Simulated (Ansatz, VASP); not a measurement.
One calculation of GaAs, two programs

```xyz
2
Lattice="0.0000 2.7291 2.8009 2.7291 0.0000 2.8009 2.7291 2.7291 0.0000" Properties=species:S:1:pos:R:3 pbc="T T T"
Ga    0.0000    0.0000    0.0000
As    4.0936    4.0936    4.2013
```

Change from the starting cell: strain -0.050 along x and y, -0.025 along z, atoms carried along.

Alike in both runs: task single point; functional PBE; k mesh 10 × 10 × 10; occupations gaussian, width 0.03 eV; no spin polarisation.

```csv
,VASP,Ansatz
version,VASP 6.6.1,Ansatz 0.2.0
potentials or method,"VASP PAW PBE potentials, release 64 (Ga_d, As), cutoff 500 eV","scalar-relativistic, plane waves, PAW"
valence electrons in the cell,18,28
```

```tsv
	VASP	Ansatz	Ansatz less VASP
gap on the k mesh at the Fermi level (eV)	1.08	1.07	-0.009
least direct gap on the mesh (eV)	1.08	1.07	-0.009
pressure (GPa)	10.7	10.5	-0.24
traceless stress, the component that is largest in VASP (GPa)	-1.07	-1.08	-0.003
```

VASP's potentials hold 18 valence electrons a cell and Ansatz's 28, so a difference there can come from the potentials and not from the codes.
